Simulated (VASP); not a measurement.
Write the native input for VASP 6.6.1 that does the following.

- Task: single point
- Functional: PBE
- Potentials or basis: VASP PAW PBE potentials, release 64 (Al)
- Cutoff: 520 eV
- k mesh: 3 × 3 × 1
- Occupations: gaussian, width 0.15 eV
- Spin: no spin polarisation
- Dipole correction: no
- Further INCAR settings: LREAL = Auto; ALGO = Normal; EDIFF = 1e-07; NBANDS = 40

The structure of Al lies in POSCAR:

```
Al
1.0
    5.7275650000      0.0000000000      0.0000000000
    0.0000000000      5.7275650000      0.0000000000
    0.0000000000      0.0000000000     19.0750000000
Al
17
Direct
    0.2499999564      0.2499999564      0.0524245872
    0.7500000436      0.2499999564      0.0524245872
    0.2499999564      0.7500000436      0.0524245872
    0.7500000436      0.7500000436      0.0524245872
    0.0016083624     -0.0009255242      0.1579362516
    0.5009030888      0.0026304372      0.1591722674
    0.0016191872      0.5007876820      0.1579371429
    0.5008952321      0.4972355617      0.1591715858
    0.2387695295      0.2494740784      0.2699800786
    0.7476227681      0.2494325250      0.2715416514
    0.2344453533      0.7494617695      0.2718288860
    0.7437577749      0.7494507701      0.2727997379
   -0.0185675763     -0.0031306498      0.3808015727
    0.4798946847      0.0080996025      0.3735122936
   -0.0185749092      0.5018369936      0.3808013630
    0.4798899707      0.4905583786      0.3735046920
    0.6202036991      0.7492714618      0.4822490170
```

The input as run:

INCAR

```
SYSTEM = Al
PREC = Accurate
ENCUT = 520
EDIFF = 1E-7
ISMEAR = 0
SIGMA = 0.15
LREAL = Auto
LASPH = .True.
NELM = 80
ALGO = Normal
ISIF = 2
LWAVE = .False.
LCHARG = .True.
GGA = PE
LELF = .True.
LVHAR = .True.
NBANDS = 40
```

KPOINTS

```
Automatic mesh
0
Gamma
  3 3 1
  0 0 0
```

Potentials or basis: VASP PAW PBE potentials, release 64 (Al).

Run with:

```bash
$ cat potpaw_PBE.64/Al/POTCAR > POTCAR
$ mpirun -np 1 vasp_std > vasp.out
```

It gave:

```json
{
 "Largest force": "0.575 eV/Å",
 "Band gap on the k mesh": "zero (an odd number of electrons rules out a gap without spin polarisation)"
}
```

Caveat: the k points lie up to 0.37 Å⁻¹ apart, too coarse for converged energies and pressures of a metal; there is no dipole correction, which matters where the two faces differ.

It took 7.8 min on 1 thread of AMD EPYC 7R43 64-Core Processor (Zen 3) (shared host), peak memory 0.59 GiB.
